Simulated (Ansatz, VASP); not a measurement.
**Ti3Zn: VASP beside Ansatz**

```xyz
4
Lattice="3.8038 -0.0671 -0.0671 -0.0671 3.8038 -0.0671 -0.0671 -0.0671 3.8038" Properties=species:S:1:pos:R:3 pbc="T T T"
Ti   -0.0671    1.8683    1.8683
Ti    1.8683   -0.0671    1.8683
Ti    1.8683    1.8683   -0.0671
Zn    0.0000    0.0000    0.0000
```

Alike in both runs: task single point; functional LDA; k mesh 12 × 12 × 12; occupations gaussian, width 0.15 eV; no spin polarisation.

|  | VASP | Ansatz |
| --- | --- | --- |
| version | VASP 6.6.1 | Ansatz 0.2.0 |
| potentials or method | VASP PAW LDA potentials, release 64 (Ti_sv, Zn), cutoff 520 eV | scalar-relativistic, plane waves, PAW |
| valence electrons in the cell | 48 | 48 |

```tsv
	VASP	Ansatz	Ansatz less VASP
gap on the k mesh at the Fermi level (eV)	none	none	-
pressure (GPa)	13.3	13.1	-0.18
traceless stress, the component that is largest in VASP (GPa)	2.96	2.96	-0.003
```

LDA's correlation is that of Perdew and Zunger in VASP and of Perdew and Wang (1992) in Ansatz. A gap of «none» marks a metal or a gap that the smearing closes.
